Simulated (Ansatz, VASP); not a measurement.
One calculation of Yb, two programs

INCAR

```
SYSTEM = Yb
PREC = Accurate ; ENCUT = 520
EDIFF = 1E-7 ; ISMEAR = -1
SIGMA = 0.1 ; LREAL = .FALSE.
LASPH = .TRUE. ; NELM = 60
ALGO = Normal ; ISIF = 2
LWAVE = .FALSE. ; LCHARG = .FALSE.
GGA = B5 ; ALDAX = 1.0
AGGAX = 1.0 ; AGGAC = 1.0
ALDAC = 0.0 ; NBANDS = 18
```

The input KPOINTS:

```
Automatic mesh
0
G
  17 17 17
  0 0 0
```

POSCAR

```
Yb
1.0
    0.0000000000      2.6162081262      2.6162081262
    2.6162081262      0.0000000000      2.6162081262
    2.6162081262      2.6162081262      0.0000000000
Yb
1
Direct
    0.0000000000      0.0000000000      0.0000000000
```

Input for Ansatz:

```yaml
crystal:
  lattice:
    - [0.0, 2.6162081262, 2.6162081262]
    - [2.6162081262, 0.0, 2.6162081262]
    - [2.6162081262, 2.6162081262, 0.0]
  atoms:
    - { symbol: Yb, position: [0.0, 0.0, 0.0] }
hamiltonian:
  xc: blyp
  pseudopotentials:
    kind: paw
    azcp:
      Yb: "pseudopotentials/Yb.paw.azcp"
basis:
  ecutwfc: 420
  fft_grid_basis: typed
kpoints:
  mp_grid: { grid: [17, 17, 17], shift: [0, 0, 0] }
magnetization:
  spin_polarized: false
scf:
  occupations: { method: fermi_dirac, width: 0.1 }
output:
  stress: true
```

Alike in both runs: task single point; functional BLYP; k mesh 17 × 17 × 17; occupations fermi-dirac, width 0.1 eV; no spin polarisation.

|  | VASP | Ansatz |
| --- | --- | --- |
| version | VASP 6.6.1 | Ansatz 0.2.0 |
| potentials or method | VASP PAW PBE potentials, release 64 (Yb), cutoff 520 eV | plane waves (420 eV) with PAW, scalar-relativistic |
| valence electrons in the cell | 24 | 24 |

|  | VASP | Ansatz | Ansatz less VASP |
| --- | --- | --- | --- |
| pressure (GPa) | 0.6 | 0.7 | +0.17 |

VASP's potentials were made for PBE, not for BLYP.

Spin-orbit coupling is off throughout.
